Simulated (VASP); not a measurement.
# LiH (Fm-3m) in VASP: a series of runs, part 2 of 2

VASP 6.6.1.

## (5) Single point, HSE06

Input file POSCAR:

```
LiH
1.0
    0.0000000000      2.0367500000      2.0367500000
    2.0367500000      0.0000000000      2.0367500000
    2.0367500000      2.0367500000      0.0000000000
Li H
1 1
Direct
    0.0000000000      0.0000000000      0.0000000000
    0.5000000000      0.5000000000      0.5000000000
```

Input file INCAR.step1:

```
SYSTEM = LiH
  PREC = Accurate
  ENCUT = 650
  EDIFF = 1E-5
  ISMEAR = 0
  SIGMA = 0.01
  LREAL = .FALSE.
  LASPH = .TRUE.
  NELM = 120
  ALGO = Normal
  ISIF = 2
  LWAVE = .TRUE.
  LCHARG = .FALSE.
  GGA = PE
  NBANDS = 9
  GGA_COMPAT = .FALSE.
```

Input file INCAR.step2:

```
SYSTEM = LiH
  PREC = Accurate
  ENCUT = 650
  EDIFF = 1E-6
  ISMEAR = 0
  SIGMA = 0.01
  LREAL = .FALSE.
  LASPH = .TRUE.
  NELM = 120
  ALGO = Normal
  ISIF = 2
  LWAVE = .FALSE.
  LCHARG = .FALSE.
  GGA = PE
  LHFCALC = .TRUE.
  HFSCREEN = 0.2079
  PRECFOCK = Normal
  ISTART = 1
  NBANDS = 9
  GGA_COMPAT = .FALSE.
```

Input file KPOINTS:

```
Automatic mesh
0
G
  8 8 8
  0 0 0
```

Potentials or basis: VASP PAW PBE potentials, release 64 (Li_sv, H).

Command:

```
> cat potpaw_PBE.64/Li_sv/POTCAR potpaw_PBE.64/H/POTCAR > POTCAR
> cp INCAR.step1 INCAR
> mpirun -np 1 vasp_std > vasp.out
> cp INCAR.step2 INCAR
> mpirun -np 1 vasp_std > vasp.out
```

OUTCAR:

```text
SYSTEM = LiH
   PREC = Accurate
   ENCUT = 650
   EDIFF = 1E-6
   ISMEAR = 0
   LREAL = .FALSE.
   LASPH = .TRUE.
   NELM = 120
   ISIF = 2
   GGA = PE
   LHFCALC = .TRUE.
   HFSCREEN = 0.2079
   PRECFOCK = Normal
   ISTART = 1

 ion  position               nearest neighbor table
   1  0.000  0.000  0.000-
   2  0.500  0.500  0.500-

  LATTYP: Found a face centered cubic cell.
 ALAT       =     4.0735000000

  Lattice vectors:

 A1 = (   0.0000000000,   2.0367500000,   2.0367500000)
 A2 = (   2.0367500000,   0.0000000000,   2.0367500000)
 A3 = (   2.0367500000,   2.0367500000,   0.0000000000)

Analysis of symmetry for initial positions (statically):
=====================================================================
 Subroutine PRICEL returns:
 Original cell was already a primitive cell.

 Routine SETGRP: Setting up the symmetry group for a
 face centered cubic supercell.

 Subroutine GETGRP returns: Found 48 space group operations
 (whereof 48 operations were pure point group operations)
 out of a pool of 48 trial point group operations.

The static configuration has the point symmetry O_h .

Analysis of symmetry for dynamics (positions and initial velocities):
=====================================================================
 Subroutine PRICEL returns:
 Original cell was already a primitive cell.

 Routine SETGRP: Setting up the symmetry group for a
 face centered cubic supercell.

 Subroutine GETGRP returns: Found 48 space group operations
 (whereof 48 operations were pure point group operations)
 out of a pool of 48 trial point group operations.

The dynamic configuration has the point symmetry O_h .

 Subroutine INISYM returns: Found 48 space group operations
 (whereof 48 operations are pure point group operations),
 and found     1 'primitive' translations

----------------------------------------------------------------------------------------

                                     Primitive cell

  volume of cell :      16.8983

  direct lattice vectors                    reciprocal lattice vectors
     0.000000000  2.036750000  2.036750000    -0.245489137  0.245489137  0.245489137
     2.036750000  0.000000000  2.036750000     0.245489137 -0.245489137  0.245489137
     2.036750000  2.036750000  0.000000000     0.245489137  0.245489137 -0.245489137

  length of vectors
     2.880399473  2.880399473  2.880399473     0.425199658  0.425199658  0.425199658

  position of ions in fractional coordinates (direct lattice)
     0.000000000  0.000000000  0.000000000
     0.500000000  0.500000000  0.500000000

  ion indices of the primitive-cell ions
   primitive index   ion index
                 1           1
                 2           2

----------------------------------------------------------------------------------------

 KPOINTS: Automatic mesh

Automatic generation of k-mesh.
 Grid dimensions read from file:
 generate k-points for:    8    8    8

[... 21 lines left out ...]
  0.125000  0.000000  0.000000      8.000000
  0.250000  0.000000  0.000000      8.000000
  0.375000  0.000000  0.000000      8.000000
  0.500000  0.000000  0.000000      4.000000
  0.125000  0.125000  0.000000      6.000000
[... 16 lines left out ...]
  0.500000  0.250000  0.125000     48.000000
 -0.375000  0.250000  0.125000     24.000000
 [... further k-points ...]
   k-points           NKPTS =     29   k-points in BZ     NKDIM =    512   number of bands    NBANDS=      9
   number of dos      NEDOS =    301   number of ions     NIONS =      2
   total plane-waves  NPLWV =  13824
   dimension x,y,z NGX =    24 NGY =   24 NGZ =   24
   dimension x,y,z NGXF=    48 NGYF=   48 NGZF=   48
   ions per type =               1   1
   NGX,Y,Z   is equivalent  to a cutoff of  13.85, 13.85, 13.85 a.u.
   NGXF,Y,Z  is equivalent  to a cutoff of  27.70, 27.70, 27.70 a.u.
 SYSTEM =  LiH
   PREC   = accura    normal or accurate (medium, high low for compatibility)
   ISTART =      1    job   : 0-new  1-cont  2-samecut
   ICHARG =      0    charge: 1-file 2-atom 10-const
   ISPIN  =      1    spin polarized calculation?
   LNONCOLLINEAR =      F non collinear calculations
   LSORBIT =      F    spin-orbit coupling
   LASPH  =      T    aspherical Exc in radial PAW
   ENCUT  =  650.0 eV  47.77 Ry    6.91 a.u.   5.99  5.99  5.99*2*pi/ulx,y,z
   NELM   =    120;   NELMIN=  2; NELMDL=  0     # of ELM steps
   EDIFF  = 0.1E-05   stopping-criterion for ELM
   LREAL  =      F    real-space projection
   EDIFFG = 0.1E-04   stopping-criterion for IOM
   NSW    =      0    number of steps for IOM
   IBRION =     -1    ionic relax: 0-MD 1-quasi-New 2-CG
   NFREE  =      0    steps in history (QN), initial steepest desc. (CG)
   ISIF   =      2    stress and relaxation
   ISYM   =      3    0-nonsym 1-usesym 2-fastsym
   POTIM  = 0.5000    time-step for ionic-motion
   TEBEG  =    0.0;   TEEND  =   0.0 temperature during run
   PSTRESS=    0.0 pullay stress
   NELECT =       4.0000    total number of electrons
   NUPDOWN=      -1.0000    fix difference up-down
   EMIN   =  10.00;   EMAX   =-10.00  energy-range for DOS
   EFERMI =   0.00;   METHOD = LEGACY
   ISMEAR =     0;   SIGMA  =   0.01  broadening in eV -4-tet -1-fermi 0-gaus
   EFERMI_NEDOS =   21; number of points for ismear=-14 and -15
   IALGO  =     38    algorithm
   IMIX   =      1    mixing-type and parameters
     AMIX     =   0.40;   BMIX     =  1.00
     AMIX_MAG =   1.60;   BMIX_MAG =  1.00
  volume/ion in A,a.u.               =       8.45        57.02
  Fermi-wavevector in a.u.,A,eV,Ry     =   1.012699  1.913724 13.953585  1.025560
  Thomas-Fermi vector in A             =   2.145824
   LORBIT       =      0    0 simple, 1 ext, 2 COOP (PROOUT), +10 PAW based schemes
   GGA     = PE    functional components
   LHFCALC =     T    Hartree Fock is set to
   PRECFOCK=normal    Normal, Fast or Accurate (Low or Medium for compatibility)
   ENCUT4O =  -1.0   cutoff for four orbital integrals eV
   NKREDX  =     1    reduce k-point grid by
   NKREDY  =     1    reduce k-point grid by
   NKREDZ  =     1    reduce k-point grid by
   AEXX    =    0.2500 exact exchange contribution
   HFSCREEN=    0.2079 screening length (either q_TF or 0.3 A-1)
   HFSCREENC=   0.2079 screening length for correlation (either q_TF or 0.3 A-1)
   ENCUTFOCK=  -1.0 apply spherical cutoff to Coloumb kernel
   IVDW    =     0    specifies the selected vdW correction
   LEPSILON=     F    determine dielectric tensor
   LRPA    =     F    only Hartree local field effects (RPA)
 non-spin polarized calculation
 Gauss-broadening in eV      SIGMA  =   0.01
  energy-cutoff  :      650.00
  volume of cell :       16.90
 maximum number of plane-waves:       652
  NGX = 18; NGY = 18; NGZ = 18

 number of electron       3.9999999 magnetization

 Free energy of the ion-electron system (eV)
  ---------------------------------------------------
  ext. energy  EPLUGINS =         0.00000000
  ---------------------------------------------------
  free energy    TOTEN  =        -6.78023644 eV

  energy without entropy =       -6.78023644  energy(sigma->0) =       -6.78023644

 E-fermi :  -0.5916     XC(G=0):  -7.0047

 val. band max:       -0.8178147134   @ k =   0.5000   0.5000   0.0000
 cond. band min:       3.1789543908   @ k =   0.5000   0.5000   0.0000
 fundamental gap:      3.9967691042
 Fermi energy:        -0.5915885788

 k-point     1 :       0.0000    0.0000    0.0000
  band No.  band energies     occupation
      1     -48.1519      2.00000
      2      -6.6903      2.00000
      3      16.4744      0.00000
      4      18.1434      0.00000
      5      18.1434      0.00000
      6      18.1434      0.00000
      7      22.6563      0.00000
      8      22.6563      0.00000
      9      22.6563      0.00000
[... 265 lines left out ...]
 k-point    24 :      -0.3750    0.2500    0.1250
  band No.  band energies     occupation
      1     -48.1035      2.00000
      2      -2.5623      2.00000
      3       5.2437      0.00000
      4       9.1167      0.00000
      5      13.5167      0.00000
      6      16.7033      0.00000
      7      23.1740      0.00000
      8      26.1974      0.00000
      9      27.3111      0.00000

 [... further k-points ...]
[... 5 lines left out ...]
  --------------------------------------------------------------------------------------
  -------------------------------------------------------------------------------------
  Total       -0.2567899     -0.2567899     -0.2567899      0.0000000      0.0000000      0.0000000
  in kB      -24.3469965    -24.3469965    -24.3469965      0.0000000      0.0000000      0.0000000
  external PRESSURE =     -24.3469965 kB  Pullay stress =       0.0000000 kB

 VOLUME and BASIS-vectors are now :
 -----------------------------------------------------------------------------
  energy-cutoff  :      650.00
  volume of cell :       16.90
      direct lattice vectors                 reciprocal lattice vectors
     0.000000000  2.036750000  2.036750000    -0.245489137  0.245489137  0.245489137
     2.036750000  0.000000000  2.036750000     0.245489137 -0.245489137  0.245489137
     2.036750000  2.036750000  0.000000000     0.245489137  0.245489137 -0.245489137

 POSITION                                       TOTAL-FORCE (eV/Angst)
 -----------------------------------------------------------------------------------
      0.00000      0.00000      0.00000        -0.000000     -0.000000      0.000000
      2.03675      2.03675      2.03675         0.000000      0.000000     -0.000000
 -----------------------------------------------------------------------------------
    total drift:                                0.000000      0.000000      0.000000

  FREE ENERGIE OF THE ION-ELECTRON SYSTEM (eV)
  ---------------------------------------------------
  free  energy   TOTEN  =        -6.7802364366 eV

  energy  without entropy=       -6.7802364366  energy(sigma->0) =       -6.78023644
```

Run time: 7.2 min. Hardware: 1 thread of Intel Xeon 8259CL, shared host; peak memory 0.25 GiB.

What came out:

```yaml
Free_energy: -6.7802 eV
Pressure: -2.4 GPa
Band_gap_on_the_k_mesh: 4.00 eV
```

Levels at points of the mesh, in eV from the valence-band top:
| k point | band 1 | band 2 | band 3 | band 4 | band 5 | band 6 |
| --- | --- | --- | --- | --- | --- | --- |
| (0.00, 0.00, 0.00) | -47.33 | -5.87 | 17.29 | 18.96 | 18.96 | 18.96 |
| (0.50, 0.00, 0.00) | -47.29 | -2.72 | 5.83 | 14.82 | 17.56 | 17.56 |
| (0.50, 0.50, 0.00) | -47.28 | 0.00 | 4.00 | 11.92 | 11.92 | 14.97 |

Caveat: the PAW data sets were made with another functional, which shifts forces and pressure a little.

## (6) Summary

```tsv
level	k mesh	cutoff (eV)	smearing	grid for exact exchange (PRECFOCK)	share of exact exchange	screening parameter	gap on the mesh (eV)	pressure (GPa)
PBE	6 × 6 × 6	750	gaussian 0.01 eV	-	-	-	3.01	-1.8
PBE	10 × 10 × 10	750	fermi-dirac 0.02 eV	-	-	-	3.01	-1.8
HSE06	6 × 6 × 6	650	gaussian 0.01 eV	Normal	0.25	0.2079 1/Å	4.00	-2.4
HSE06	8 × 8 × 8	650	gaussian 0.01 eV	Normal	0.25	0.2079 1/Å	4.00	-2.4
```

Alike in all rows: task single point; potentials or basis VASP PAW PBE potentials, release 64 (Li_sv, H); no spin polarisation; cell as given.

Caveats: some runs use coarse meshes; the PAW data sets were made with another functional, which shifts forces and pressure a little (at least some runs).

Total energies depend on the potentials used, so only differences within one code and one set of settings carry meaning.
